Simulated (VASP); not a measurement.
# GaAs (P6_3/mmc) in VASP: single point with r2SCAN+rVV10

Aim: the single point of GaAs with r2SCAN+rVV10.

Everything below comes from runs of VASP 6.6.1. Logs are shortened: lines on timing, memory, paths and dates and some standing lists are left out, and cuts for length are marked.

**1. The cell of the first run**

The structure is hexagonal, space group P6_3/mmc (No. 194). Conventional cell: a = 3.717 Å, b = 3.717 Å, c = 6.308 Å, α = 90.00°, β = 90.00°, γ = 120.00°. Within 3.5 Å of Ga (site symmetry -3m) lie 6 As at 2.66 Å and 2 Ga at 3.15 Å. As (site symmetry -6m2) has 6 Ga at 2.66 Å within 3.5 Å.

**2. Single point, r2SCAN+rVV10**

Input file POSCAR:

```
GaAs
1.0
    3.7174023778      0.0000000000      0.0000000000
   -1.8587011889      3.2193648953      0.0000000000
    0.0000000000      0.0000000000      6.3076018429
Ga As
2 2
Direct
    0.0000000000      0.0000000000      0.0000000000
    0.0000000000      0.0000000000      0.5000000000
    0.3333333333      0.6666666667      0.2500000000
    0.6666666667      0.3333333333      0.7500000000
```

Input file INCAR.step1:

```
PREC     = Accurate       # precision mode
ENCUT    = 520            # plane-wave cutoff, eV
ISMEAR   = -1             # smearing method
SIGMA    = 0.03           # smearing width, eV
LREAL    = False          # projectors in reciprocal space
LASPH    = True           # aspherical terms in the spheres
NELM     = 80             # most SCF steps
NBANDS   = 26             # bands
GGA      = PE             # functional
ALGO     = Normal         # electronic algorithm
EDIFF    = 1E-4           # SCF threshold, eV
LWAVE    = True           # write WAVECAR
LCHARG   = False          # write CHGCAR
```

Input file INCAR.step2:

```
PREC     = Accurate       # precision mode
ENCUT    = 520            # plane-wave cutoff, eV
EDIFF    = 1E-6           # SCF threshold, eV
ISMEAR   = -1             # smearing method
SIGMA    = 0.03           # smearing width, eV
LREAL    = False          # projectors in reciprocal space
LASPH    = True           # aspherical terms in the spheres
NELM     = 80             # most SCF steps
ALGO     = Normal         # electronic algorithm
ISIF     = 2              # what is computed and relaxed
LWAVE    = False          # write WAVECAR
LCHARG   = False          # write CHGCAR
METAGGA  = R2SCAN         # meta-GGA
LMIXTAU  = True         
LUSE_VDW = True         
IVDW_NL  = 2            
BPARAM   = 11.95        
CPARAM   = 0.0093       
NBANDS   = 26             # bands
ISTART   = 1
```

Input file KPOINTS:

```
Automatic mesh
0
Gamma
  12 12 6
```

Potentials or basis: VASP PAW PBE potentials, release 64 (Ga_d, As).

Launch:

```sh
cat potpaw_PBE.64/Ga_d/POTCAR potpaw_PBE.64/As/POTCAR > POTCAR
cp INCAR.step1 INCAR
mpirun -np 1 vasp_std > vasp.out
cp INCAR.step2 INCAR
mpirun -np 1 vasp_std > vasp.out
```

OUTCAR:

```text
PREC = Accurate
   ENCUT = 520
   EDIFF = 1E-6
   ISMEAR = -1
   LREAL = False
   LASPH = True
   NELM = 80
   ISIF = 2
   METAGGA = R2SCAN
   IVDW_NL = 2
   BPARAM = 11.95
   ISTART = 1

 ion  position               nearest neighbor table
   1  0.000  0.000  0.000-   3 2.66   4 2.66   4 2.66   3 2.66   4 2.66   3 2.66
   2  0.000  0.000  0.500-   3 2.66   4 2.66   4 2.66   3 2.66   4 2.66   3 2.66
   3  0.333  0.667  0.250-   1 2.66   2 2.66   1 2.66   2 2.66   1 2.66   2 2.66
   4  0.667  0.333  0.750-   1 2.66   2 2.66   1 2.66   2 2.66   1 2.66   2 2.66

  LATTYP: Found a hexagonal cell.
 ALAT       =     3.7174023778
 C/A-ratio  =     1.6967767279

  Lattice vectors:

 A1 = (   3.7174023778,   0.0000000000,   0.0000000000)
 A2 = (  -1.8587011889,   3.2193648953,   0.0000000000)
 A3 = (   0.0000000000,   0.0000000000,   6.3076018429)

Analysis of symmetry for initial positions (statically):
=====================================================================
 Subroutine PRICEL returns:
 Original cell was already a primitive cell.

 Routine SETGRP: Setting up the symmetry group for a
 hexagonal supercell.

 Subroutine GETGRP returns: Found 24 space group operations
 (whereof 12 operations were pure point group operations)
 out of a pool of 24 trial point group operations.

The static configuration has the point symmetry D_3d.
 The point group associated with its full space group is D_6h.

Analysis of symmetry for dynamics (positions and initial velocities):
=====================================================================
 Subroutine PRICEL returns:
 Original cell was already a primitive cell.

 Routine SETGRP: Setting up the symmetry group for a
 hexagonal supercell.

 Subroutine GETGRP returns: Found 24 space group operations
 (whereof 12 operations were pure point group operations)
 out of a pool of 24 trial point group operations.

The dynamic configuration has the point symmetry D_3d.
 The point group associated with its full space group is D_6h.

 Subroutine INISYM returns: Found 24 space group operations
 (whereof 12 operations are pure point group operations),
 and found     1 'primitive' translations

----------------------------------------------------------------------------------------

                                     Primitive cell

  volume of cell :      75.4873

  direct lattice vectors                    reciprocal lattice vectors
     3.717402378  0.000000000  0.000000000     0.269005047  0.155310136  0.000000000
    -1.858701189  3.219364895  0.000000000     0.000000000  0.310620272  0.000000000
     0.000000000  0.000000000  6.307601843     0.000000000  0.000000000  0.158538859

  length of vectors
     3.717402378  3.717402378  6.307601843     0.310620272  0.310620272  0.158538859

  position of ions in fractional coordinates (direct lattice)
     0.000000000  0.000000000  0.000000000
     0.000000000  0.000000000  0.500000000
     0.333333333  0.666666667  0.250000000
     0.666666667  0.333333333  0.750000000

  ion indices of the primitive-cell ions
   primitive index   ion index
                 1           1
                 2           2
                 3           3
                 4           4

----------------------------------------------------------------------------------------

 KPOINTS: Automatic mesh

Automatic generation of k-mesh.
 Grid dimensions read from file:
 generate k-points for:   12   12    6

 Generating k-lattice:

  Cartesian coordinates                     Fractional coordinates (reciprocal lattice)
     0.022417087  0.012942511  0.000000000     0.083333333 -0.000000000  0.000000000
     0.000000000  0.025885023  0.000000000     0.000000000  0.083333333  0.000000000
     0.000000000  0.000000000  0.026423143     0.000000000  0.000000000  0.166666667

  Length of vectors
     0.025885023  0.025885023  0.026423143

  Shift w.r.t. Gamma in fractional coordinates (k-lattice)
     0.000000000  0.000000000  0.000000000

 Subroutine IBZKPT returns following result:
 ===========================================

 Found     76 irreducible k-points:

 Following reciprocal coordinates:
            Coordinates               Weight
  0.000000  0.000000  0.000000      1.000000
  0.083333  0.000000  0.000000      6.000000
  0.166667  0.000000  0.000000      6.000000
  0.250000  0.000000  0.000000      6.000000
  0.333333  0.000000  0.000000      6.000000
  0.416667  0.000000  0.000000      6.000000
[... 16 lines left out ...]
  0.250000  0.000000  0.166667     12.000000
  0.333333  0.000000  0.166667     12.000000
 [... further k-points ...]
   k-points           NKPTS =     76   k-points in BZ     NKDIM =     76   number of bands    NBANDS=     26
   number of dos      NEDOS =    301   number of ions     NIONS =      4
   total plane-waves  NPLWV =  37632
   dimension x,y,z NGX =    28 NGY =   28 NGZ =   48
   dimension x,y,z NGXF=    56 NGYF=   56 NGZF=   96
   ions per type =               2   2
   NGX,Y,Z   is equivalent  to a cutoff of  12.52, 12.52, 12.65 a.u.
   NGXF,Y,Z  is equivalent  to a cutoff of  25.04, 25.04, 25.30 a.u.
 SYSTEM =  unknown system
   PREC   = accura    normal or accurate (medium, high low for compatibility)
   ISTART =      1    job   : 0-new  1-cont  2-samecut
   ICHARG =      0    charge: 1-file 2-atom 10-const
   ISPIN  =      1    spin polarized calculation?
   LNONCOLLINEAR =      F non collinear calculations
   LSORBIT =      F    spin-orbit coupling
   LASPH  =      T    aspherical Exc in radial PAW
   ENCUT  =  520.0 eV  38.22 Ry    6.18 a.u.   6.91  6.91 11.73*2*pi/ulx,y,z
   NELM   =     80;   NELMIN=  2; NELMDL=  0     # of ELM steps
   EDIFF  = 0.1E-05   stopping-criterion for ELM
   LREAL  =      F    real-space projection
   EDIFFG = 0.1E-04   stopping-criterion for IOM
   NSW    =      0    number of steps for IOM
   IBRION =     -1    ionic relax: 0-MD 1-quasi-New 2-CG
   NFREE  =      0    steps in history (QN), initial steepest desc. (CG)
   ISIF   =      2    stress and relaxation
   ISYM   =      2    0-nonsym 1-usesym 2-fastsym
   POTIM  = 0.5000    time-step for ionic-motion
   TEBEG  =    0.0;   TEEND  =   0.0 temperature during run
   PSTRESS=    0.0 pullay stress
   NELECT =      36.0000    total number of electrons
   NUPDOWN=      -1.0000    fix difference up-down
   EMIN   =  10.00;   EMAX   =-10.00  energy-range for DOS
   EFERMI =   0.00;   METHOD = LEGACY
   ISMEAR =    -1;   SIGMA  =   0.03  broadening in eV -4-tet -1-fermi 0-gaus
   EFERMI_NEDOS =   21; number of points for ismear=-14 and -15
   IALGO  =     38    algorithm
   IMIX   =      4    mixing-type and parameters
     AMIX     =   0.40;   BMIX     =  1.00
     AMIX_MAG =   1.60;   BMIX_MAG =  1.00
  volume/ion in A,a.u.               =      18.87       127.35
  Fermi-wavevector in a.u.,A,eV,Ry     =   1.279041  2.417036 22.258380  1.635945
  Thomas-Fermi vector in A             =   2.411549
   LORBIT       =      0    0 simple, 1 ext, 2 COOP (PROOUT), +10 PAW based schemes
   METAGGA = R2SCAN    functional components
   LHFCALC =     F    Hartree Fock is set to
   AEXX    =    0.0000 exact exchange contribution
   IVDW_NL    =     2    kernel type
   BPARAM     =11.9500
   IVDW    =     0    specifies the selected vdW correction
   LEPSILON=     F    determine dielectric tensor
   LRPA    =     F    only Hartree local field effects (RPA)
 non-spin polarized calculation
  energy-cutoff  :      520.00
  volume of cell :       75.49
 maximum number of plane-waves:      2056
 NGX is ok and might be reduce to    28
   NGX = 13   NGY = 13   NGZ = 23

 number of electron      35.9999971 magnetization

 Free energy of the ion-electron system (eV)
  ---------------------------------------------------
  ext. energy  EPLUGINS =         0.00000000
  ---------------------------------------------------
  free energy    TOTEN  =       -51.32246345 eV

  energy without entropy =      -51.31531020  energy(sigma->0) =      -51.31888682

 E-fermi :   5.4622     XC(G=0): -11.5329

 val. band max:        5.4609046109   @ k =   0.1667   0.0833   0.1667
 cond. band min:       5.4657172359   @ k =   0.1667   0.0833   0.0000
 fundamental gap:      0.0048126250
 Fermi energy:         5.4621833862

 k-point     1 :       0.0000    0.0000    0.0000
  band No.  band energies     occupation
      1      -9.9713      2.00000
      2      -9.9542      2.00000
      3      -9.9541      2.00000
      4      -9.8904      2.00000
      5      -9.8904      2.00000
      6      -9.8741      2.00000
[... 18 lines left out ...]
     25      12.0865      0.00000
     26      12.2213      0.00000

 k-point     2 :       0.0833    0.0000    0.0000
  band No.  band energies     occupation
      1      -9.9700      2.00000
      2      -9.9675      2.00000
      3      -9.9536      2.00000
      4      -9.8927      2.00000
      5      -9.8883      2.00000
      6      -9.8754      2.00000
[... 18 lines left out ...]
     25      12.4897      0.00000
     26      13.0723      0.00000

 k-point     3 :       0.1667    0.0000    0.0000
  band No.  band energies     occupation
      1     -10.0029      2.00000
      2      -9.9668      2.00000
      3      -9.9528      2.00000
      4      -9.8996      2.00000
      5      -9.8830      2.00000
      6      -9.8787      2.00000
[... 18 lines left out ...]
     25      12.4245      0.00000
     26      12.7339      0.00000

 k-point     4 :       0.2500    0.0000    0.0000
  band No.  band energies     occupation
      1     -10.0487      2.00000
      2      -9.9623      2.00000
      3      -9.9532      2.00000
      4      -9.9096      2.00000
      5      -9.8834      2.00000
      6      -9.8769      2.00000
[... 18 lines left out ...]
     25      13.1065      0.00000
     26      13.6576      0.00000

 k-point     5 :       0.3333    0.0000    0.0000
  band No.  band energies     occupation
      1     -10.0914      2.00000
      2      -9.9580      2.00000
      3      -9.9546      2.00000
      4      -9.9200      2.00000
      5      -9.8882      2.00000
      6      -9.8723      2.00000
[... 18 lines left out ...]
     25      14.4649      0.00000
     26      14.7392      0.00000

 k-point     6 :       0.4167    0.0000    0.0000
  band No.  band energies     occupation
      1     -10.1209      2.00000
      2      -9.9563      2.00000
      3      -9.9550      2.00000
      4      -9.9278      2.00000
      5      -9.8916      2.00000
      6      -9.8699      2.00000
[... 427 lines left out ...]
 k-point    21 :       0.0833    0.0000    0.1667
  band No.  band energies     occupation
      1      -9.9622      2.00000
      2      -9.9593      2.00000
      3      -9.9487      2.00000
      4      -9.8970      2.00000
      5      -9.8918      2.00000
      6      -9.8735      2.00000
[... 18 lines left out ...]
     25      12.1559      0.00000
     26      13.0689      0.00000

 k-point    22 :       0.1667    0.0000    0.1667
  band No.  band energies     occupation
      1      -9.9962      2.00000
      2      -9.9561      2.00000
      3      -9.9477      2.00000
      4      -9.9060      2.00000
      5      -9.8869      2.00000
      6      -9.8768      2.00000
[... 18 lines left out ...]
     25      11.9950      0.00000
     26      13.0659      0.00000

 k-point    23 :       0.2500    0.0000    0.1667
  band No.  band energies     occupation
      1     -10.0400      2.00000
      2      -9.9518      2.00000
      3      -9.9477      2.00000
      4      -9.9183      2.00000
      5      -9.8814      2.00000
      6      -9.8813      2.00000
[... 18 lines left out ...]
     25      13.0198      0.00000
     26      13.7479      0.00000

 k-point    24 :       0.3333    0.0000    0.1667
  band No.  band energies     occupation
      1     -10.0808      2.00000
      2      -9.9489      2.00000
      3      -9.9477      2.00000
      4      -9.9306      2.00000
      5      -9.8859      2.00000
      6      -9.8773      2.00000
[... 18 lines left out ...]
     25      14.2221      0.00000
     26      14.4662      0.00000

 [... further k-points ...]

------------------------ aborting loop because EDIFF is reached ----------------------------------------

  FORCE on cell =-STRESS in cart. coord.  units (eV):
  Direction    XX          YY          ZZ          XY          YZ          ZX
  --------------------------------------------------------------------------------------
  -------------------------------------------------------------------------------------
  Total        0.2685140      0.2685140     -0.2857439      0.0000000      0.0000000      0.0000000
  in kB        5.6990635      5.6990635     -6.0647587      0.0000000      0.0000000      0.0000000
  external PRESSURE =       1.7777894 kB  Pullay stress =       0.0000000 kB

 VOLUME and BASIS-vectors are now :
 -----------------------------------------------------------------------------
  energy-cutoff  :      520.00
  volume of cell :       75.49
      direct lattice vectors                 reciprocal lattice vectors
     3.717402378  0.000000000  0.000000000     0.269005047  0.155310136  0.000000000
    -1.858701189  3.219364895  0.000000000     0.000000000  0.310620272  0.000000000
     0.000000000  0.000000000  6.307601843     0.000000000  0.000000000  0.158538859

 POSITION                                       TOTAL-FORCE (eV/Angst)
 -----------------------------------------------------------------------------------
      0.00000      0.00000      0.00000         0.000000      0.000000      0.000000
      0.00000      0.00000      3.15380         0.000000      0.000000      0.000000
     -0.00000      2.14624      1.57690        -0.000000      0.000000     -0.000000
      1.85870      1.07312      4.73070         0.000000      0.000000      0.000000
 -----------------------------------------------------------------------------------
    total drift:                               -0.000000      0.000000      0.000000

  FREE ENERGIE OF THE ION-ELECTRON SYSTEM (eV)
  ---------------------------------------------------
  free  energy   TOTEN  =       -51.3224634547 eV

  energy  without entropy=      -51.3153101952  energy(sigma->0) =      -51.31888682
```

Wall time 7.1 min (1 thread of Intel Xeon 8259CL, shared host); peak memory 0.43 GiB.

Results:

* Free energy: -51.3225 eV
* Pressure: 0.2 GPa
* Band gap on the k mesh: zero (bands 18 and 19 overlap by 3.88 eV)

Caveat: the PAW data sets were made with another functional, which shifts forces and pressure a little.
